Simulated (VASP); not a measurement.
Set up this calculation in VASP 6.6.1, as the native input.

| Item | Value |
| --- | --- |
| Task | relaxation of cell and atoms |
| Functional | PBE |
| Potentials or basis | VASP PAW PBE potentials, release 64 (Cr_pv) |
| Cutoff | 600 eV |
| k mesh | 24 × 24 × 24 |
| Occupations | gaussian, width 0.1 eV |
| Spin | no spin polarisation |
| Dipole correction | no |
| Further INCAR settings | ALGO = Normal; EDIFF = 1e-07; IBRION = 2; EDIFFG = -0.01; NSW = 100; ISIF = 3 |

The structure of Cr lies in POSCAR:

```
Cr
1.0
    2.3456889416      0.0000000000      0.0000000000
    0.0000000000      2.3456889416      0.0000000000
    0.0000000000      0.0000000000      2.3456889416
Cr
1
Direct
    0.0000000000      0.0000000000      0.0000000000
```

This isn't the form of Cr at room conditions, which is bcc.

One way to write it, as run:

INCAR

```
PREC = Accurate ; ENCUT = 600
EDIFF = 1E-7 ; ISMEAR = 0
SIGMA = 0.1 ; LREAL = F
LASPH = T ; NELM = 60
ALGO = Normal ; ISIF = 3
LWAVE = F ; LCHARG = F
GGA = PE ; IBRION = 2
NSW = 100 ; EDIFFG = -0.01
```

KPOINTS

```
Automatic mesh
0
Gamma
  24 24 24
```

Potentials or basis: VASP PAW PBE potentials, release 64 (Cr_pv).

Command:

```sh
$ cat potpaw_PBE.64/Cr_pv/POTCAR > POTCAR
$ mpirun -np 1 vasp_std > vasp.out
```

It gave:

| Property | Result |
| --- | --- |
| Relaxed volume | 12.79 Å³/atom |
| Relaxed cell | a = 2.339 Å, b = 2.339 Å, c = 2.339 Å, α = 90.00°, β = 90.00°, γ = 90.00° |
| Space group after relaxing (to 0.1 Å) | Pm-3m (No. 221) |
| Energy gained by relaxing | 0.6 meV/atom |
| Ionic steps | 3 |
| Pressure after relaxing | 0.0 GPa |
| Band gap on the k mesh | zero (bands 6 and 7 overlap by 1.76 eV) |

Caveat: the run has no spin polarisation, though such a crystal can be magnetic.

Wall time 3 min on 1 thread of Intel Xeon 8259CL, with other jobs on the host, peak memory 0.19 GiB.
